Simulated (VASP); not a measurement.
# CoSi (Pm-3m) in VASP: settings compared, part 2 of 2

VASP 6.6.1. Earlier steps stand in the parts before.

## Step 5: Single point, PBEsol-based screened hybrid, collinear spin, ferromagnetic start

This run uses another cell than the first one, of 10.38 Å³/atom, 1.006 times its volume.

Contents of POSCAR:

```
CoSi
1.0
    2.7487666102      0.0000000000      0.0000000000
    0.0000000000      2.7487666102      0.0000000000
    0.0000000000      0.0000000000      2.7487666102
Co Si
1 1
Direct
    0.0000000000      0.0000000000      0.0000000000
    0.5000000000      0.5000000000      0.5000000000
```

Contents of INCAR.step1:

```
PREC = Accurate ; ENCUT = 520
EDIFF = 1E-5 ; ISMEAR = -1
SIGMA = 0.05 ; LREAL = F
LASPH = T ; NELM = 150
ALGO = Normal ; ISIF = 2
LWAVE = T ; LCHARG = F
ISPIN = 2 ; MAGMOM = 2 0
LORBIT = 11 ; LMAXMIX = 4
NBANDS = 18 ; GGA = PE
```

Contents of INCAR.step2:

```
PREC = Accurate ; ENCUT = 520
EDIFF = 1E-6 ; ISMEAR = -1
SIGMA = 0.05 ; LREAL = F
LASPH = T ; NELM = 150
ALGO = Normal ; ISIF = 2
LWAVE = F ; LCHARG = F
ISPIN = 2 ; MAGMOM = 2 0
LORBIT = 11 ; LMAXMIX = 4
GGA = PS ; LHFCALC = T
AEXX = 0.25 ; HFSCREEN = 0.207
PRECFOCK = Normal ; NBANDS = 18
ISTART = 1
```

Contents of KPOINTS:

```
regular mesh
0
Gamma
  5 5 5
```

Command:

```console
cat potpaw_PBE.64/Co/POTCAR potpaw_PBE.64/Si/POTCAR > POTCAR
cp INCAR.step1 INCAR
mpirun -np 1 vasp_std > vasp.out
cp INCAR.step2 INCAR
mpirun -np 1 vasp_std > vasp.out
```

Wall time 10 min (1 thread of Intel Xeon Platinum 8259CL at 2.50GHz (Skylake/Cascade Lake), shared host); peak memory 0.24 GiB.

Results (log left out):

| Property | Result |
| --- | --- |
| Free energy | -16.9054 eV |
| Pressure | 0.4 GPa |
| Net moment | 0.87 μB per cell |
| Site moments | Co +0.95; Si +0.02 μB |
| Valence electrons inside the program's atomic spheres | Co 8.74; Si 1.63 |

Levels at points of the mesh, in eV from the Fermi level:
Spin up:
| k point | band 3 | band 4 | band 5 | band 6 | band 7 | band 8 | band 9 | band 10 | band 11 | band 12 |
| --- | --- | --- | --- | --- | --- | --- | --- | --- | --- | --- |
| (0.00, 0.00, 0.00) | -7.46 | -4.15 | -4.15 | -4.15 | 2.67 | 2.67 | 2.67 | 7.04 | 7.04 | 12.96 |
Spin down:
```tsv
k point	band 2	band 3	band 4	band 5	band 6	band 7	band 8	band 9	band 10	band 11
(0.00, 0.00, 0.00)	-4.85	-4.85	-3.27	-3.27	-3.27	2.68	2.68	2.68	8.30	8.30
```

Caveat: the k points lie up to 0.46 Å⁻¹ apart; the PAW data sets were made with another functional, which shifts forces and pressure a little.

## Step 6: Single point, HSE06, collinear spin, ferromagnetic start

This run uses another cell than the first one, of 10.61 Å³/atom, 1.027 times its volume.

Contents of POSCAR:

```
CoSi
1.0
    2.7686005104      0.0000000000      0.0000000000
    0.0000000000      2.7686005104      0.0000000000
    0.0000000000      0.0000000000      2.7686005104
Co Si
1 1
Direct
    0.0000000000      0.0000000000      0.0000000000
    0.5000000000      0.5000000000      0.5000000000
```

Contents of INCAR.step1:

```
PREC     = Accurate       # precision mode
ENCUT    = 520            # plane-wave cutoff, eV
EDIFF    = 1E-5           # SCF threshold, eV
ISMEAR   = -1             # smearing method
SIGMA    = 0.05           # smearing width, eV
LREAL    = False          # projectors in reciprocal space
LASPH    = True           # aspherical terms in the spheres
NELM     = 150            # most SCF steps
ALGO     = Normal         # electronic algorithm
ISIF     = 2              # what is computed and relaxed
LWAVE    = True           # write WAVECAR
ISPIN    = 2              # spin polarisation
MAGMOM   = 2 0            # initial moments
LORBIT   = 11             # projections on sites
LMAXMIX  = 4              # l up to which the mixer works
NBANDS   = 18             # bands
GGA      = PE             # functional
```

Contents of INCAR.step2:

```
PREC     = Accurate       # precision mode
ENCUT    = 520            # plane-wave cutoff, eV
EDIFF    = 1E-6           # SCF threshold, eV
ISMEAR   = -1             # smearing method
SIGMA    = 0.05           # smearing width, eV
LREAL    = False          # projectors in reciprocal space
LASPH    = True           # aspherical terms in the spheres
NELM     = 150            # most SCF steps
ALGO     = Normal         # electronic algorithm
ISIF     = 2              # what is computed and relaxed
LWAVE    = False          # write WAVECAR
LCHARG   = True           # write CHGCAR
ISPIN    = 2              # spin polarisation
MAGMOM   = 2 0            # initial moments
LORBIT   = 11             # projections on sites
LMAXMIX  = 4              # l up to which the mixer works
GGA      = PE             # functional
LHFCALC  = True           # exact exchange
HFSCREEN = 0.2079         # screening, 1/A
PRECFOCK = Normal       
LELF     = True           # ELF
LVHAR    = True         
NBANDS   = 18             # bands
ISTART   = 1
```

Contents of KPOINTS:

```
Automatic mesh
0
Gamma
  5 5 5
```

Potentials or basis: VASP PAW PBE potentials, release 64 (Co, Si).

Command:

```console
cat potpaw_PBE.64/Co/POTCAR potpaw_PBE.64/Si/POTCAR > POTCAR
cp INCAR.step1 INCAR
mpirun -np 1 vasp_std > vasp.out
cp INCAR.step2 INCAR
mpirun -np 1 vasp_std > vasp.out
```

OUTCAR:

```text
PREC = Accurate
   ENCUT = 520
   EDIFF = 1E-6
   ISMEAR = -1
   LREAL = False
   LASPH = True
   NELM = 150
   ISIF = 2
   ISPIN = 2
   LORBIT = 11
   GGA = PE
   LHFCALC = True
   HFSCREEN = 0.2079
   PRECFOCK = Normal
   ISTART = 1

 ion  position               nearest neighbor table
   1  0.000  0.000  0.000-   2 2.40   2 2.40   2 2.40   2 2.40   2 2.40   2 2.40   2 2.40   2 2.40

   2  0.500  0.500  0.500-   1 2.40   1 2.40   1 2.40   1 2.40   1 2.40   1 2.40   1 2.40   1 2.40

  LATTYP: Found a simple cubic cell.
 ALAT       =     2.7686005104

  Lattice vectors:

 A1 = (   2.7686005104,   0.0000000000,   0.0000000000)
 A2 = (   0.0000000000,   2.7686005104,   0.0000000000)
 A3 = (   0.0000000000,   0.0000000000,   2.7686005104)

Analysis of symmetry for initial positions (statically):
=====================================================================
 Subroutine PRICEL returns:
 Original cell was already a primitive cell.

 Routine SETGRP: Setting up the symmetry group for a
 simple cubic supercell.

 Subroutine GETGRP returns: Found 48 space group operations
 (whereof 48 operations were pure point group operations)
 out of a pool of 48 trial point group operations.

The static configuration has the point symmetry O_h .

Analysis of symmetry for dynamics (positions and initial velocities):
=====================================================================
 Subroutine PRICEL returns:
 Original cell was already a primitive cell.

 Routine SETGRP: Setting up the symmetry group for a
 simple cubic supercell.

 Subroutine GETGRP returns: Found 48 space group operations
 (whereof 48 operations were pure point group operations)
 out of a pool of 48 trial point group operations.

The dynamic configuration has the point symmetry O_h .

Analysis of structural, dynamic, and magnetic symmetry:
=====================================================================
[... 147 lines left out ...]
  free energy    TOTEN  =       -16.06284077 eV

  energy without entropy =      -16.06097838  energy(sigma->0) =      -16.06190957

 E-fermi :  13.8218     XC(G=0): -10.5897

 val. band max:       12.9107145515   @ k =   0.4000   0.4000   0.4000
 cond. band min:      13.9872378695   @ k =   0.4000   0.4000   0.2000
 fundamental gap:      1.0765233180
 Fermi energy:        13.8217740384

 spin component 1

 k-point     1 :       0.0000    0.0000    0.0000
  band No.  band energies     occupation
      1      -3.0392      1.00000
      2       6.5489      1.00000
      3       6.5489      1.00000
      4       9.8023      1.00000
      5       9.8023      1.00000
      6       9.8023      1.00000
[... 186 lines left out ...]
      4       9.0781      1.00000
      5       9.0781      1.00000
      6      11.1572      1.00000
[... 10 lines left out ...]
     17      43.2945      0.00000
     18      43.5161      0.00000
 Fermi energy:        13.8217740384

 spin component 2

 k-point     1 :       0.0000    0.0000    0.0000
  band No.  band energies     occupation
      1      -3.1860      1.00000
      2       9.2998      1.00000
      3       9.2998      1.00000
      4      10.6524      1.00000
      5      10.6524      1.00000
      6      10.6525      1.00000
[... 187 lines left out ...]
      5      12.3785      1.00000
      6      12.3785      1.00000
[... 10 lines left out ...]
     17      43.2081      0.00000
     18      43.5357      0.00000

------------------------ aborting loop because EDIFF is reached ----------------------------------------

  FORCE on cell =-STRESS in cart. coord.  units (eV):
  Direction    XX          YY          ZZ          XY          YZ          ZX
  --------------------------------------------------------------------------------------
  -------------------------------------------------------------------------------------
  Total        0.0031941      0.0031941      0.0031941      0.0000000      0.0000000     -0.0000000
  in kB        0.2411453      0.2411453      0.2411453      0.0000000      0.0000000     -0.0000000
  external PRESSURE =       0.2411453 kB  Pullay stress =       0.0000000 kB

 VOLUME and BASIS-vectors are now :
 -----------------------------------------------------------------------------
  energy-cutoff  :      520.00
  volume of cell :       21.22
      direct lattice vectors                 reciprocal lattice vectors
     2.768600510  0.000000000  0.000000000     0.361193316  0.000000000  0.000000000
     0.000000000  2.768600510  0.000000000     0.000000000  0.361193316  0.000000000
     0.000000000  0.000000000  2.768600510     0.000000000  0.000000000  0.361193316

 POSITION                                       TOTAL-FORCE (eV/Angst)
 -----------------------------------------------------------------------------------
      0.00000      0.00000      0.00000         0.000000      0.000000      0.000000
      1.38430      1.38430      1.38430         0.000000      0.000000      0.000000
 -----------------------------------------------------------------------------------
    total drift:                               -0.000208     -0.000093      0.000069

  FREE ENERGIE OF THE ION-ELECTRON SYSTEM (eV)
  ---------------------------------------------------
  free  energy   TOTEN  =       -16.0628407685 eV

  energy  without entropy=      -16.0609783811  energy(sigma->0) =      -16.06190957

 total charge

# of ion       s       p       d       tot
------------------------------------------
    1        0.438   0.641   7.594   8.673
    2        0.743   0.870   0.000   1.613
--------------------------------------------------
tot          1.181   1.510   7.594  10.286

 magnetization (x)

# of ion       s       p       d       tot
------------------------------------------
    1       -0.006  -0.037   1.011   0.968
    2        0.001   0.018   0.000   0.019
--------------------------------------------------
tot         -0.005  -0.018   1.011   0.988
```

Run time: 10 min. Hardware: 1 thread of Intel Xeon Platinum 8259CL at 2.50GHz (Skylake/Cascade Lake), shared host; peak memory 0.25 GiB.

Results:

- Free energy: -16.0628 eV
- Pressure: 0.0 GPa
- Net moment: 0.87 μB per cell
- Site moments: Co +0.97; Si +0.02 μB
- Valence electrons inside the program's atomic spheres: Co 8.67; Si 1.61

Caveat: the k points lie up to 0.45 Å⁻¹ apart; the PAW data sets were made with another functional, which shifts forces and pressure a little.

## Step 7: Summary

```csv
level,cell,k mesh,grid for exact exchange (PRECFOCK),share of exact exchange,screening parameter,gap on the mesh (eV),pressure (GPa),moment (μB)
PBE,"a = 2.744 Å, 2 atoms",10 × 10 × 10,-,-,-,none,10.1,0.52
PBE,"a = 2.763 Å, 2 atoms",10 × 10 × 10,-,-,-,none,5.2,0.53
PBEsol-based global hybrid,"a = 2.747 Å, 2 atoms",5 × 5 × 5,Normal,0.25,-,none,0.2,0.87
PBEsol-based screened hybrid,"a = 2.749 Å, 2 atoms",5 × 5 × 5,Normal,0.25,0.207 1/Å,none,0.4,0.87
HSE06,"a = 2.769 Å, 2 atoms",5 × 5 × 5,Normal,-,0.2079 1/Å,none,0.0,0.87
```

Alike in all rows: task single point; potentials or basis VASP PAW PBE potentials, release 64 (Co, Si); spin collinear, ferromagnetic start; cutoff (eV) 520; smearing fermi-dirac 0.05 eV.

Caveats: some runs use coarse meshes; the PAW data sets were made with another functional, which shifts forces and pressure a little (some runs).

Absolute energies hang on the potentials; compare differences alone.
